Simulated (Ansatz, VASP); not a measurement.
BaBCl3 in VASP and in Ansatz

The input INCAR:

```
SYSTEM = BaBCl3
PREC = Accurate ; ENCUT = 520
EDIFF = 1E-6 ; ISMEAR = 0
SIGMA = 0.1 ; LREAL = .False.
LASPH = .True. ; NELM = 80
ALGO = Normal ; ISIF = 2
LWAVE = .False. ; LCHARG = .True.
GGA = PE ; LELF = .True.
LVHAR = .True. ; NBANDS = 25
```

Contents of KPOINTS:

```
Automatic mesh
0
Gamma
  4 4 4
  0 0 0
```

The input POSCAR:

```
BaBCl3
1.0
    4.4096762900      0.0000000000      0.0000000000
    0.0000000000      4.4096762900      0.0000000000
    0.0000000000      0.0000000000      4.6178898900
Ba B Cl
1 1 3
Direct
    0.0000000000      0.0000000000      0.0000000000
    0.0000000000      0.0000000000      0.5000000000
    0.0000000000      0.5000000000      0.1912014900
    0.5000000000      0.0000000000      0.8087985100
    0.5000000000      0.5000000000      0.5000000000
```

Input for Ansatz:

```yaml
crystal:
  lattice:
    - [4.40967629, 0.0, 0.0]
    - [0.0, 4.40967629, 0.0]
    - [0.0, 0.0, 4.61788989]
  atoms:
    - { symbol: Ba, position: [0.0, 0.0, 0.0] }
    - { symbol: B, position: [0.0, 0.0, 0.5] }
    - { symbol: Cl, position: [0.0, 0.5, 0.19120149] }
    - { symbol: Cl, position: [0.5, 0.0, 0.80879851] }
    - { symbol: Cl, position: [0.5, 0.5, 0.5] }
basis:
  ecutwfc: 420
kpoints:
  mp_grid: { grid: [4, 4, 4] }
hamiltonian:
  xc: pbe
scf:
  occupations: { method: gaussian, width: 0.1 }
  lower_state_search: "off"
output:
  forces: true
  stress: true
  eigenvalues: true
```

Alike in both runs: task single point; functional PBE; k mesh 4 × 4 × 4; occupations gaussian, width 0.1 eV; no spin polarisation.

|  | VASP | Ansatz |
| --- | --- | --- |
| version | VASP 6.6.1 | Ansatz 0.2.0 |
| potentials or method | VASP PAW PBE potentials, release 64 (Ba_sv, B, Cl), cutoff 520 eV | scalar-relativistic, plane waves, PAW |
| valence electrons in the cell | 34 | 34 |

|  | VASP | Ansatz | Ansatz less VASP |
| --- | --- | --- | --- |
| gap on the k mesh at the Fermi level (eV) | none | none | - |
| rms of the force components (eV/Å) | 0.986 | 0.794 | -0.1917 |

Atom by atom the forces differ by 0.192 eV/Å (rms over components). A gap of «none» marks a metal or a gap that the smearing closes. The functional is the same, so the differences come from potentials, cutoffs and numerics.

Neither program's run includes spin-orbit coupling.
